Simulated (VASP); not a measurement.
Write the native input for VASP 6.6.1 that does the following.

- Task: relaxation of cell and atoms
- Functional: LDA
- Potentials or basis: VASP PAW LDA potentials, release 64 (Ti_sv, C)
- Cutoff: 600 eV
- k mesh: 16 × 16 × 16
- Occupations: gaussian, width 0.1 eV
- Spin: no spin polarisation
- Dipole correction: no
- Further INCAR settings: ALGO = Normal; EDIFF = 1e-06; IBRION = 2; EDIFFG = -0.005; NSW = 100; ISIF = 3

The structure of TiC lies in POSCAR:

```
TiC
1.0
    0.0000000000      2.1305402887      2.1305402887
    2.1305402887      0.0000000000      2.1305402887
    2.1305402887      2.1305402887      0.0000000000
Ti C
1 1
Direct
    0.0000000000      0.0000000000      0.0000000000
    0.5000000000      0.5000000000      0.5000000000
```

These files were run (other wordings do the same):

INCAR

```
PREC     = Accurate       # precision mode
ENCUT    = 600            # plane-wave cutoff, eV
EDIFF    = 1E-6           # SCF threshold, eV
ISMEAR   = 0              # smearing method
SIGMA    = 0.1            # smearing width, eV
LREAL    = F              # projectors in reciprocal space
LASPH    = T              # aspherical terms in the spheres
NELM     = 60             # most SCF steps
ALGO     = Normal         # electronic algorithm
ISIF     = 3              # what is computed and relaxed
LWAVE    = F              # write WAVECAR
LCHARG   = F              # write CHGCAR
IBRION   = 2              # ionic algorithm
NSW      = 100            # ionic steps
EDIFFG   = -0.005         # ionic threshold
```

KPOINTS

```
Automatic mesh
0
Gamma
  16 16 16
```

Potentials or basis: VASP PAW LDA potentials, release 64 (Ti_sv, C).

Command:

```sh
$ cat potpaw_LDA.64/Ti_sv/POTCAR potpaw_LDA.64/C/POTCAR > POTCAR
$ mpirun -np 1 vasp_std > vasp.out
```

It gave:

```yaml
Relaxed_volume: 9.69 Å³/atom
Relaxed_cell: a = 3.015 Å, b = 3.015 Å, c = 3.015 Å, α = 60.00°, β = 60.00°, γ = 60.00°
Space_group_after_relaxing_to_0.05_Å: Fm-3m (No. 225)
Energy_gained_by_relaxing: 0.0 meV/atom
Ionic_steps: 3
Pressure_after_relaxing: 0.0 GPa
Band_gap_on_the_k_mesh: zero (band 8 reaches 10.45 eV, above the bottom of band 9 at 9.38 eV)
```

Wall time 66 s on 1 thread of Intel(R) Xeon(R) Platinum 8259CL CPU @ 2.50GHz (Skylake/Cascade Lake), on a shared host, peak memory 0.17 GiB.
